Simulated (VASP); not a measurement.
# FePt (P4/mmm) in VASP: a series of runs

FePt is run at these levels: PBEsol; tasks: single point.

Everything below comes from runs of VASP 6.6.1. Logs are shortened: lines on timing, memory, paths and dates and some standing lists are left out, and cuts for length are marked.

### 1 The cell of the first run

Symmetry: P4/mmm, No. 123, tetragonal system. Conventional cell: a = 2.668 Å, b = 2.668 Å, c = 3.644 Å, α = 90.00°, β = 90.00°, γ = 90.00°. Fe (site symmetry 4/mmm) has 8 Pt at 2.62 Å and 4 Fe at 2.67 Å within 3.5 Å. Within 3.5 Å of Pt (site symmetry 4/mmm) lie 8 Fe at 2.62 Å and 4 Pt at 2.67 Å.

### 2 Single point, PBEsol, collinear spin, ferromagnetic start

The input, INCAR:

```
PREC = Accurate
ENCUT = 520
EDIFF = 1E-7
ISMEAR = -1
SIGMA = 0.1
LREAL = F
LASPH = T
NELM = 150
ALGO = Normal
ISIF = 2
LWAVE = F
LCHARG = T
ISPIN = 2
MAGMOM = 3.5 0
LORBIT = 11
LMAXMIX = 4
GGA = PS
LELF = T
LVHAR = T
NBANDS = 20
```

The input, KPOINTS:

```
regular mesh
0
Gamma
  8 8 6
```

The input, POSCAR:

```
FePt
1.0
    2.6679027671      0.0000000000      0.0000000000
    0.0000000000      2.6679027671      0.0000000000
    0.0000000000      0.0000000000      3.6440603244
Fe Pt
1 1
Direct
    0.0000000000      0.0000000000      0.0000000000
    0.5000000000      0.5000000000      0.5000000000
```

Potentials or basis: VASP PAW PBE potentials, release 64 (Fe, Pt).

Launch:

```bash
$ cat potpaw_PBE.64/Fe/POTCAR potpaw_PBE.64/Pt/POTCAR > POTCAR
$ mpirun -np 1 vasp_std > vasp.out
```

OUTCAR:

```text
PREC = Accurate
   ENCUT = 520
   EDIFF = 1E-7
   ISMEAR = -1
   LREAL = F
   LASPH = T
   NELM = 150
   ISIF = 2
   ISPIN = 2
   LORBIT = 11
   GGA = PS

 ion  position               nearest neighbor table
   1  0.000  0.000  0.000-   2 2.62   2 2.62   2 2.62   2 2.62   2 2.62   2 2.62   2 2.62   2 2.62

   2  0.500  0.500  0.500-   1 2.62   1 2.62   1 2.62   1 2.62   1 2.62   1 2.62   1 2.62   1 2.62

  LATTYP: Found a simple tetragonal cell.
 ALAT       =     2.6679027671
 C/A-ratio  =     1.3658894804

  Lattice vectors:

 A1 = (   2.6679027671,   0.0000000000,   0.0000000000)
 A2 = (   0.0000000000,   2.6679027671,   0.0000000000)
 A3 = (   0.0000000000,   0.0000000000,   3.6440603244)

Analysis of symmetry for initial positions (statically):
=====================================================================
 Subroutine PRICEL returns:
 Original cell was already a primitive cell.

 Routine SETGRP: Setting up the symmetry group for a
 simple tetragonal supercell.

 Subroutine GETGRP returns: Found 16 space group operations
 (whereof 16 operations were pure point group operations)
 out of a pool of 16 trial point group operations.

The static configuration has the point symmetry D_4h.

Analysis of symmetry for dynamics (positions and initial velocities):
=====================================================================
 Subroutine PRICEL returns:
 Original cell was already a primitive cell.

 Routine SETGRP: Setting up the symmetry group for a
 simple tetragonal supercell.

 Subroutine GETGRP returns: Found 16 space group operations
 (whereof 16 operations were pure point group operations)
 out of a pool of 16 trial point group operations.

The dynamic configuration has the point symmetry D_4h.

Analysis of structural, dynamic, and magnetic symmetry:
=====================================================================
 Subroutine PRICEL returns:
 Original cell was already a primitive cell.

 Routine SETGRP: Setting up the symmetry group for a
 simple tetragonal supercell.

 Subroutine GETGRP returns: Found 16 space group operations
 (whereof 16 operations were pure point group operations)
 out of a pool of 16 trial point group operations.

The overall configuration has the point symmetry D_4h.

 Subroutine INISYM returns: Found 16 space group operations
 (whereof 16 operations are pure point group operations),
 and found     1 'primitive' translations

----------------------------------------------------------------------------------------

                                     Primitive cell

  volume of cell :      25.9373

  direct lattice vectors                    reciprocal lattice vectors
     2.667902767  0.000000000  0.000000000     0.374826254  0.000000000  0.000000000
     0.000000000  2.667902767  0.000000000     0.000000000  0.374826254  0.000000000
     0.000000000  0.000000000  3.644060324     0.000000000  0.000000000  0.274419167

  length of vectors
     2.667902767  2.667902767  3.644060324     0.374826254  0.374826254  0.274419167

  position of ions in fractional coordinates (direct lattice)
     0.000000000  0.000000000  0.000000000
     0.500000000  0.500000000  0.500000000

  ion indices of the primitive-cell ions
   primitive index   ion index
                 1           1
                 2           2

----------------------------------------------------------------------------------------

 KPOINTS: regular mesh

Automatic generation of k-mesh.
 Grid dimensions read from file:
 generate k-points for:    8    8    6

 Generating k-lattice:

  Cartesian coordinates                     Fractional coordinates (reciprocal lattice)
     0.046853282  0.000000000  0.000000000     0.125000000  0.000000000  0.000000000
     0.000000000  0.046853282  0.000000000     0.000000000  0.125000000  0.000000000
     0.000000000  0.000000000  0.045736528     0.000000000  0.000000000  0.166666667

  Length of vectors
     0.046853282  0.046853282  0.045736528

  Shift w.r.t. Gamma in fractional coordinates (k-lattice)
     0.000000000  0.000000000  0.000000000

 Subroutine IBZKPT returns following result:
 ===========================================

 Found     60 irreducible k-points:

 Following reciprocal coordinates:
            Coordinates               Weight
  0.000000  0.000000  0.000000      1.000000
  0.125000  0.000000  0.000000      4.000000
  0.250000  0.000000  0.000000      4.000000
  0.375000  0.000000  0.000000      4.000000
  0.500000  0.000000  0.000000      2.000000
  0.125000  0.125000  0.000000      4.000000
[... 16 lines left out ...]
  0.375000  0.125000  0.166667     16.000000
  0.500000  0.125000  0.166667      8.000000
 [... further k-points ...]
   k-points           NKPTS =     60   k-points in BZ     NKDIM =     60   number of bands    NBANDS=     20
   number of dos      NEDOS =    301   number of ions     NIONS =      2
   total plane-waves  NPLWV =  11200
   dimension x,y,z NGX =    20 NGY =   20 NGZ =   28
   dimension x,y,z NGXF=    40 NGYF=   40 NGZF=   56
   ions per type =               1   1
   NGX,Y,Z   is equivalent  to a cutoff of  12.46, 12.46, 12.77 a.u.
   NGXF,Y,Z  is equivalent  to a cutoff of  24.93, 24.93, 25.55 a.u.
 SYSTEM =  unknown system
   PREC   = accura    normal or accurate (medium, high low for compatibility)
   ISTART =      0    job   : 0-new  1-cont  2-samecut
   ICHARG =      2    charge: 1-file 2-atom 10-const
   ISPIN  =      2    spin polarized calculation?
   LNONCOLLINEAR =      F non collinear calculations
   LSORBIT =      F    spin-orbit coupling
   LASPH  =      T    aspherical Exc in radial PAW
   ENCUT  =  520.0 eV  38.22 Ry    6.18 a.u.   4.96  4.96  6.78*2*pi/ulx,y,z
   NELM   =    150;   NELMIN=  2; NELMDL= -5     # of ELM steps
   EDIFF  = 0.1E-06   stopping-criterion for ELM
   LREAL  =      F    real-space projection
   EDIFFG = 0.1E-05   stopping-criterion for IOM
   NSW    =      0    number of steps for IOM
   IBRION =     -1    ionic relax: 0-MD 1-quasi-New 2-CG
   NFREE  =      0    steps in history (QN), initial steepest desc. (CG)
   ISIF   =      2    stress and relaxation
   ISYM   =      2    0-nonsym 1-usesym 2-fastsym
   POTIM  = 0.5000    time-step for ionic-motion
   TEBEG  =    0.0;   TEEND  =   0.0 temperature during run
   PSTRESS=    0.0 pullay stress
   NELECT =      18.0000    total number of electrons
   NUPDOWN=      -1.0000    fix difference up-down
   EMIN   =  10.00;   EMAX   =-10.00  energy-range for DOS
   EFERMI =   0.00;   METHOD = LEGACY
   ISMEAR =    -1;   SIGMA  =   0.10  broadening in eV -4-tet -1-fermi 0-gaus
   EFERMI_NEDOS =   21; number of points for ismear=-14 and -15
   IALGO  =     38    algorithm
   IMIX   =      4    mixing-type and parameters
     AMIX     =   0.40;   BMIX     =  1.00
     AMIX_MAG =   1.60;   BMIX_MAG =  1.00
  volume/ion in A,a.u.               =      12.97        87.52
  Fermi-wavevector in a.u.,A,eV,Ry     =   1.449407  2.738983 28.582873  2.100782
  Thomas-Fermi vector in A             =   2.567138
   LORBIT       =     11    0 simple, 1 ext, 2 COOP (PROOUT), +10 PAW based schemes
   GGA     = PS    functional components
   LHFCALC =     F    Hartree Fock is set to
   AEXX    =    0.0000 exact exchange contribution
   IVDW    =     0    specifies the selected vdW correction
   LEPSILON=     F    determine dielectric tensor
   LRPA    =     F    only Hartree local field effects (RPA)
 spin polarized calculation
  energy-cutoff  :      520.00
  volume of cell :       25.94
 maximum number of plane-waves:       724
 NGX is ok and might be reduce to    20
   NGX =  9   NGY =  9   NGZ = 13

 number of electron      18.0000006 magnetization       3.2139090

 Free energy of the ion-electron system (eV)
  ---------------------------------------------------
  ext. energy  EPLUGINS =         0.00000000
  ---------------------------------------------------
  free energy    TOTEN  =       -16.30047509 eV

  energy without entropy =      -16.25613740  energy(sigma->0) =      -16.27830624

 E-fermi :   9.3763     XC(G=0): -13.5658

 val. band max:        9.3534476857   @ k =   0.5000   0.0000   0.3333
 cond. band min:       9.3772799967   @ k =   0.1250   0.1250   0.0000
 fundamental gap:      0.0238323110
 Fermi energy:         9.3762768112

 spin component 1

 k-point     1 :       0.0000    0.0000    0.0000
  band No.  band energies     occupation
      1      -0.7691      1.00000
      2       2.5562      1.00000
      3       2.6991      1.00000
      4       5.8061      1.00000
      5       5.8061      1.00000
      6       6.4089      1.00000
[... 12 lines left out ...]
     19      31.3728      0.00000
     20      31.3728      0.00000
[... 507 lines left out ...]
 k-point    24 :       0.5000    0.1250    0.1667
  band No.  band energies     occupation
      1       3.1963      1.00000
      2       3.3636      1.00000
      3       4.7056      1.00000
      4       4.8022      1.00000
      5       5.5621      1.00000
      6       6.0953      1.00000
[... 12 lines left out ...]
     19      30.0461      0.00000
     20      31.9756      0.00000

 [... further k-points ...]

 spin component 2

 k-point     1 :       0.0000    0.0000    0.0000
  band No.  band energies     occupation
      1      -0.5703      1.00000
      2       3.0897      1.00000
      3       3.1209      1.00000
      4       6.8505      1.00000
      5       6.8505      1.00000
      6       8.5086      0.99983
[... 12 lines left out ...]
     19      31.5258      0.00000
     20      31.5258      0.00000
[... 507 lines left out ...]
 k-point    24 :       0.5000    0.1250    0.1667
  band No.  band energies     occupation
      1       3.5365      1.00000
      2       3.7848      1.00000
      3       5.1052      1.00000
      4       5.2536      1.00000
      5       6.5341      1.00000
      6       7.5045      1.00000
[... 12 lines left out ...]
     19      30.6045      0.00000
     20      32.0927      0.00000

 [... further k-points ...]

------------------------ aborting loop because EDIFF is reached ----------------------------------------

  FORCE on cell =-STRESS in cart. coord.  units (eV):
  Direction    XX          YY          ZZ          XY          YZ          ZX
  --------------------------------------------------------------------------------------
  -------------------------------------------------------------------------------------
  Total        1.3586260      1.3586260      1.5378443      0.0000000     -0.0000000      0.0000000
  in kB       83.9237613     83.9237613     94.9942648      0.0000000     -0.0000000      0.0000000
  external PRESSURE =      87.6139291 kB  Pullay stress =       0.0000000 kB

 VOLUME and BASIS-vectors are now :
 -----------------------------------------------------------------------------
  energy-cutoff  :      520.00
  volume of cell :       25.94
      direct lattice vectors                 reciprocal lattice vectors
     2.667902767  0.000000000  0.000000000     0.374826254  0.000000000  0.000000000
     0.000000000  2.667902767  0.000000000     0.000000000  0.374826254  0.000000000
     0.000000000  0.000000000  3.644060324     0.000000000  0.000000000  0.274419167

 POSITION                                       TOTAL-FORCE (eV/Angst)
 -----------------------------------------------------------------------------------
      0.00000      0.00000      0.00000         0.000000      0.000000      0.000000
      1.33395      1.33395      1.82203         0.000000      0.000000      0.000000
 -----------------------------------------------------------------------------------
    total drift:                                0.000000      0.000000      0.000000

  FREE ENERGIE OF THE ION-ELECTRON SYSTEM (eV)
  ---------------------------------------------------
  free  energy   TOTEN  =       -16.3004750862 eV

  energy  without entropy=      -16.2561374027  energy(sigma->0) =      -16.27830624

 total charge

# of ion       s       p       d       tot
------------------------------------------
    1        0.436   0.512   6.178   7.126
    2        0.742   0.746   8.086   9.574
--------------------------------------------------
tot          1.178   1.258  14.264  16.701

 magnetization (x)

# of ion       s       p       d       tot
------------------------------------------
    1        0.003  -0.001   2.818   2.820
    2       -0.023  -0.059   0.428   0.346
--------------------------------------------------
tot         -0.020  -0.060   3.246   3.166
```

It took 94 s on 1 thread of Intel Xeon 8259CL, shared host; peak memory 0.18 GiB.

What came out:

```
Free energy                                           : -16.3005 eV
Pressure                                              : 8.8 GPa
Net moment                                            : 3.21 μB per cell
Site moments                                          : Fe +2.82; Pt +0.35 μB
Valence electrons inside the program's atomic spheres : Fe 7.13; Pt 9.57
```

Stress tensor (GPa, compression positive):
```
8.39 0.00 0.00
0.00 8.39 0.00
0.00 0.00 9.50
```

Levels at points of the mesh, in eV from the Fermi level:
Spin up:
| k point | band 7 | band 8 | band 9 | band 10 | band 11 | band 12 | band 13 | band 14 | band 15 | band 16 |
| --- | --- | --- | --- | --- | --- | --- | --- | --- | --- | --- |
| (0.00, 0.00, 0.00) | -2.03 | -1.80 | -0.38 | -0.18 | -0.18 | 2.30 | 10.54 | 12.04 | 12.04 | 17.33 |
| (0.50, 0.00, 0.00) | -2.85 | -2.44 | -2.04 | -1.67 | 0.38 | 2.33 | 10.85 | 11.07 | 13.28 | 14.08 |
| (0.50, 0.50, 0.00) | -0.34 | -0.24 | -0.24 | 0.76 | 1.59 | 1.59 | 8.25 | 10.86 | 11.18 | 12.73 |
| (0.00, 0.00, 0.50) | -2.26 | -2.26 | -2.23 | -2.23 | -1.68 | -0.78 | 15.96 | 16.07 | 16.76 | 16.76 |
| (0.50, 0.00, 0.50) | -1.03 | -0.72 | -0.66 | -0.64 | -0.33 | -0.24 | 5.23 | 7.46 | 16.29 | 16.66 |
| (0.50, 0.50, 0.50) | -2.21 | -1.80 | -0.86 | 0.76 | 7.20 | 7.20 | 8.16 | 8.75 | 9.02 | 9.02 |
Spin down:
```tsv
k point	band 5	band 6	band 7	band 8	band 9	band 10	band 11	band 12
(0.00, 0.00, 0.00)	-2.53	-0.87	-0.75	0.59	1.74	1.84	1.84	2.56
(0.50, 0.00, 0.00)	-2.61	-1.40	-1.33	-1.07	0.43	0.71	2.67	2.78
(0.50, 0.50, 0.00)	1.12	1.36	1.73	1.82	1.82	1.90	1.93	1.93
(0.00, 0.00, 0.50)	-1.99	-1.99	-1.56	-0.51	0.07	0.43	0.43	1.44
(0.50, 0.00, 0.50)	-2.41	-0.52	-0.51	-0.48	1.04	1.62	1.69	1.73
(0.50, 0.50, 0.50)	-1.53	-1.53	-1.53	0.72	1.13	1.90	7.99	7.99
```

Caveat: the cell stands under pressure; the PAW data sets were made with another functional, which shifts forces and pressure a little; spin-orbit coupling is left out, which moves the levels of the heavy elements.

(Part 1 of 2 ends here.)
